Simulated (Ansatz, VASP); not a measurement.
# One calculation of MgS, two programs

```xyz
2
Lattice="0.0000 2.8331 2.8331 2.8331 0.0000 2.8331 2.8331 2.8331 0.0000" Properties=species:S:1:pos:R:3 pbc="T T T"
Mg    0.0000    0.0000    0.0000
S     4.2497    4.2497    4.2497
```

Alike in both runs: task relaxation of cell and atoms; functional LDA; k mesh 6 × 6 × 6; no spin polarisation.

```csv
,VASP,Ansatz
version,VASP 6.6.1,Ansatz 0.2.0
potentials or method,"VASP PAW LDA potentials, release 64 (Mg, S)","plane waves, PAW"
plane-wave cutoff (eV),600,420
occupations,"gaussian, width 0.01 eV",fixed
valence electrons in the cell,8,16
```

VASP gave:

| Property | Result |
| --- | --- |
| relaxed volume (Å³/atom) | 21.77 |
| relaxed cell length with the largest relative difference (Å) | 3.949 |

Question: Which values does Ansatz return?

Answer: Relaxed volume (Å³/atom): 21.86; relaxed cell length with the largest relative difference (Å): 3.955.

LDA's correlation is that of Perdew and Zunger in VASP and of Perdew and Wang (1992) in Ansatz. VASP's potentials hold 8 valence electrons a cell and Ansatz's 16, so a difference there can come from the potentials and not from the codes.
